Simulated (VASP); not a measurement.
# I (Cmce) in VASP: notebook

The runs below take I through single point, with LDA.

Program: VASP 6.6.1. These are calculated values, not measurements. Logs are shortened: lines on timing, memory, paths and dates and some standing lists are left out, and cuts for length are marked.

### Step 1. The cell of the first run

Symmetry: Cmce, No. 64, orthorhombic system. The conventional cell has a = 7.177 Å, b = 4.283 Å, c = 9.627 Å, α = 90.00°, β = 90.00°, γ = 90.00°. I (site symmetry m) has 4 I at 2.80 to 3.66 Å within 3.7 Å.

### Step 2. Single point, LDA

Input file INCAR:

```
PREC = Accurate
ENCUT = 520
EDIFF = 1E-6
ISMEAR = 0
SIGMA = 0.01
LREAL = False
LASPH = True
NELM = 60
ALGO = Normal
ISIF = 2
LWAVE = False
LCHARG = False
GGA = CA
NBANDS = 22
```

Input file KPOINTS:

```
regular mesh
0
Gamma
  9 9 4
```

Input file POSCAR:

```
I
1.0
    3.5886574692     -2.1413150360      0.0000000000
    3.5886574692      2.1413150360      0.0000000000
    0.0000000000      0.0000000000      9.6272130010
I
4
Direct
    0.8254264989      0.1745735011      0.1231842597
    0.6745735011      0.3254264989      0.6231842597
    0.1745735011      0.8254264989      0.8768157403
    0.3254264989      0.6745735011      0.3768157403
```

Potentials or basis: VASP PAW LDA potentials, release 64 (I).

The run is started by

```bash
$ cat potpaw_LDA.64/I/POTCAR > POTCAR
$ mpirun -np 1 vasp_std > vasp.out
```

OUTCAR:

```text
PREC = Accurate
   ENCUT = 520
   EDIFF = 1E-6
   ISMEAR = 0
   LREAL = False
   LASPH = True
   NELM = 60
   ISIF = 2
   GGA = CA

 ion  position               nearest neighbor table
   1  0.825  0.175  0.123-   3 2.80   4 3.25   4 3.25
   2  0.675  0.325  0.623-   4 2.80   3 3.25   3 3.25
   3  0.175  0.825  0.877-   1 2.80   2 3.25   2 3.25
   4  0.325  0.675  0.377-   2 2.80   1 3.25   1 3.25

  LATTYP: Found a base centered orthorhombic cell.
 ALAT       =     4.2826300720
 B/A-ratio  =     1.6759128894
 C/A-ratio  =     2.2479674497

  Lattice vectors:

 A1 = (  -3.5886574692,  -2.1413150360,   0.0000000000)
 A2 = (   3.5886574692,  -2.1413150360,   0.0000000000)
 A3 = (   0.0000000000,   0.0000000000,   9.6272130010)

Analysis of symmetry for initial positions (statically):
=====================================================================
 Subroutine PRICEL returns:
 Original cell was already a primitive cell.

 Routine SETGRP: Setting up the symmetry group for a
 base centered orthorhombic supercell.

 Subroutine GETGRP returns: Found  8 space group operations
 (whereof  4 operations were pure point group operations)
 out of a pool of  8 trial point group operations.

The static configuration has the point symmetry C_2h.
 The point group associated with its full space group is D_2h.

Analysis of symmetry for dynamics (positions and initial velocities):
=====================================================================
 Subroutine PRICEL returns:
 Original cell was already a primitive cell.

 Routine SETGRP: Setting up the symmetry group for a
 base centered orthorhombic supercell.

 Subroutine GETGRP returns: Found  8 space group operations
 (whereof  4 operations were pure point group operations)
 out of a pool of  8 trial point group operations.

The dynamic configuration has the point symmetry C_2h.
 The point group associated with its full space group is D_2h.

 Subroutine INISYM returns: Found  8 space group operations
 (whereof  4 operations are pure point group operations),
 and found     1 'primitive' translations

----------------------------------------------------------------------------------------

                                     Primitive cell

[... 90 lines left out ...]
   LSORBIT =      F    spin-orbit coupling
   LASPH  =      T    aspherical Exc in radial PAW
   ENCUT  =  520.0 eV  38.22 Ry    6.18 a.u.   7.77  7.77 17.90*2*pi/ulx,y,z
   NELM   =     60;   NELMIN=  2; NELMDL= -5     # of ELM steps
   EDIFF  = 0.1E-05   stopping-criterion for ELM
   LREAL  =      F    real-space projection
   EDIFFG = 0.1E-04   stopping-criterion for IOM
   NSW    =      0    number of steps for IOM
   IBRION =     -1    ionic relax: 0-MD 1-quasi-New 2-CG
   NFREE  =      0    steps in history (QN), initial steepest desc. (CG)
   ISIF   =      2    stress and relaxation
   ISYM   =      2    0-nonsym 1-usesym 2-fastsym
   POTIM  = 0.5000    time-step for ionic-motion
   TEBEG  =    0.0;   TEEND  =   0.0 temperature during run
   PSTRESS=    0.0 pullay stress
   NELECT =      28.0000    total number of electrons
   NUPDOWN=      -1.0000    fix difference up-down
   EMIN   =  10.00;   EMAX   =-10.00  energy-range for DOS
   EFERMI =   0.00;   METHOD = LEGACY
   ISMEAR =     0;   SIGMA  =   0.01  broadening in eV -4-tet -1-fermi 0-gaus
   EFERMI_NEDOS =   21; number of points for ismear=-14 and -15
   IALGO  =     38    algorithm
   IMIX   =      4    mixing-type and parameters
     AMIX     =   0.40;   BMIX     =  1.00
     AMIX_MAG =   1.60;   BMIX_MAG =  1.00
  volume/ion in A,a.u.               =      36.99       249.62
  Fermi-wavevector in a.u.,A,eV,Ry     =   0.939896  1.776146 12.019447  0.883404
  Thomas-Fermi vector in A             =   2.067254
   LORBIT       =      0    0 simple, 1 ext, 2 COOP (PROOUT), +10 PAW based schemes
   GGA     = CA    functional components
   LHFCALC =     F    Hartree Fock is set to
   AEXX    =    0.0000 exact exchange contribution
   IVDW    =     0    specifies the selected vdW correction
   LEPSILON=     F    determine dielectric tensor
   LRPA    =     F    only Hartree local field effects (RPA)
 non-spin polarized calculation
 Gauss-broadening in eV      SIGMA  =   0.01
  energy-cutoff  :      520.00
  volume of cell :      147.96
 maximum number of plane-waves:      4004
   NGX = 15   NGY = 15   NGZ = 35

 number of electron      28.0000000 magnetization

 Free energy of the ion-electron system (eV)
  ---------------------------------------------------
  ext. energy  EPLUGINS =         0.00000000
  ---------------------------------------------------
  free energy    TOTEN  =        -8.10158353 eV

  energy without entropy =       -8.10158353  energy(sigma->0) =       -8.10158353

 E-fermi :   4.0986     XC(G=0):  -9.0080

 val. band max:        4.0208675525   @ k =   0.0000   0.0000   0.0000
 cond. band min:       4.6482124001   @ k =  -0.4444   0.4444   0.0000
 fundamental gap:      0.6273448476
 Fermi energy:         4.0985529756

 k-point     1 :       0.0000    0.0000    0.0000
  band No.  band energies     occupation
      1     -10.1220      2.00000
      2      -9.1831      2.00000
      3      -8.5669      2.00000
      4      -6.8642      2.00000
      5      -1.1337      2.00000
      6       0.8969      2.00000
[... 589 lines left out ...]
     21      11.7469      0.00000
     22      12.5630      0.00000

 [... further k-points ...]

------------------------ aborting loop because EDIFF is reached ----------------------------------------

  FORCE on cell =-STRESS in cart. coord.  units (eV):
  Direction    XX          YY          ZZ          XY          YZ          ZX
  --------------------------------------------------------------------------------------
  -------------------------------------------------------------------------------------
  Total       -0.0242911      0.0488620     -0.1405487      0.0000000      0.0000000      0.0000000
  in kB       -0.2630359      0.5291012     -1.5219283      0.0000000      0.0000000      0.0000000
  external PRESSURE =      -0.4186210 kB  Pullay stress =       0.0000000 kB

 VOLUME and BASIS-vectors are now :
 -----------------------------------------------------------------------------
  energy-cutoff  :      520.00
  volume of cell :      147.96
      direct lattice vectors                 reciprocal lattice vectors
     3.588657469 -2.141315036  0.000000000     0.139327870 -0.233501373  0.000000000
     3.588657469  2.141315036  0.000000000     0.139327870  0.233501373  0.000000000
     0.000000000  0.000000000  9.627213001     0.000000000  0.000000000  0.103872221

 POSITION                                       TOTAL-FORCE (eV/Angst)
 -----------------------------------------------------------------------------------
      3.58866     -1.39368      1.18592         0.000000      0.027828     -0.008790
      3.58866     -0.74763      5.99953         0.000000     -0.027828     -0.008790
      3.58866      1.39368      8.44129         0.000000     -0.027828      0.008790
      3.58866      0.74763      3.62769         0.000000      0.027828      0.008790
 -----------------------------------------------------------------------------------
    total drift:                               -0.000000      0.000000     -0.000000

  FREE ENERGIE OF THE ION-ELECTRON SYSTEM (eV)
  ---------------------------------------------------
  free  energy   TOTEN  =        -8.1015835268 eV

  energy  without entropy=       -8.1015835268  energy(sigma->0) =       -8.10158353
```

OSZICAR:

```text
N       E                     dE             d eps       ncg     rms          rms(c)
DAV:   1     0.148815349165E+03    0.14882E+03   -0.10572E+04  3300   0.103E+03
DAV:   2     0.330276780363E+01   -0.14551E+03   -0.14077E+03  4536   0.158E+02
DAV:   3    -0.806458049222E+01   -0.11367E+02   -0.11324E+02  4190   0.502E+01
DAV:   4    -0.830621108147E+01   -0.24163E+00   -0.24158E+00  4290   0.859E+00
DAV:   5    -0.831077025867E+01   -0.45592E-02   -0.45591E-02  4138   0.116E+00    0.111E+01
DAV:   6    -0.815616743497E+01    0.15460E+00   -0.12646E-01  3852   0.157E+00    0.722E+00
DAV:   7    -0.810742641034E+01    0.48741E-01   -0.28625E-01  3966   0.233E+00    0.546E-01
DAV:   8    -0.810156805977E+01    0.58584E-02   -0.36119E-02  3660   0.908E-01    0.278E-01
DAV:   9    -0.810160739021E+01   -0.39330E-04   -0.74739E-04  4104   0.156E-01    0.167E-01
DAV:  10    -0.810158818903E+01    0.19201E-04   -0.39785E-05  3972   0.356E-02    0.331E-02
DAV:  11    -0.810158364024E+01    0.45488E-05   -0.12214E-05  4014   0.165E-02    0.842E-03
DAV:  12    -0.810158352677E+01    0.11348E-06   -0.89839E-07  2334   0.518E-03
   1 F= -.81015835E+01 E0= -.81015835E+01  d E =-.107424E-30
```

Wall time 3.3 min (1 thread of Intel Xeon 8259CL, shared host); peak memory 0.32 GiB.

Results:

```yaml
Free_energy: -8.1016 eV
Pressure: 0.0 GPa
Largest_force: 0.029 eV/Å
Band_gap_on_the_k_mesh: 0.63 eV (least direct gap 0.98 eV)
```

Forces on the atoms (eV/Å):
```
I    0.000  0.028 -0.009
I    0.000 -0.028 -0.009
I    0.000 -0.028  0.009
I    0.000  0.028  0.009
```

Stress tensor (GPa, compression positive):
```
-0.03  0.00  0.00
 0.00  0.05  0.00
 0.00  0.00 -0.15
```

Caveat: spin-orbit coupling is left out, which moves the levels of the heavy elements; an odd mesh through Γ misses points on the zone boundary, where band edges can lie.

### Step 3. Single point, LDA

Input file INCAR:

```
PREC = Accurate
ENCUT = 520
EDIFF = 1E-6
ISMEAR = 0
SIGMA = 0.03
LREAL = F
LASPH = T
NELM = 80
ALGO = Normal
ISIF = 2
LWAVE = F
LCHARG = F
NBANDS = 22
```

Input file KPOINTS:

```
Automatic mesh
0
Gamma
  9 9 4
```

POSCAR is that of step 2.

Potentials or basis: VASP PAW LDA potentials, release 64 (I).

The run is started by

```bash
$ cat potpaw_LDA.64/I/POTCAR > POTCAR
$ mpirun -np 1 vasp_std > vasp.out
```

Wall time 3.4 min (1 thread of Intel Xeon 8259CL, shared host); peak memory 0.32 GiB.

It converged, with:

```yaml
Free_energy: -8.1016 eV
Pressure: 0.0 GPa
Largest_force: 0.029 eV/Å
Band_gap_on_the_k_mesh: 0.63 eV (least direct gap 0.98 eV)
```

Forces in eV/Å, atoms in the order of the input:
```
I    0.000  0.028 -0.009
I    0.000 -0.028 -0.009
I    0.000 -0.028  0.009
I    0.000  0.028  0.009
```

Stress tensor (GPa, compression positive):
```
-0.03  0.00  0.00
 0.00  0.05  0.00
 0.00  0.00 -0.15
```

Levels at points of the mesh, in eV from the valence-band top:
```csv
k point,band 10,band 11,band 12,band 13,band 14,band 15,band 16,band 17,band 18,band 19
"(0.00, 0.00, 0.00)",-1.43,-0.95,-0.94,-0.47,0.00,1.01,1.98,4.38,4.91,5.36
"(0.00, 0.00, 0.50)",-1.25,-0.76,-0.76,-0.17,-0.17,1.14,1.14,5.20,5.20,5.38
```

Caveat: spin-orbit coupling is left out, which moves the levels of the heavy elements; an odd mesh through Γ misses points on the zone boundary, where band edges can lie.
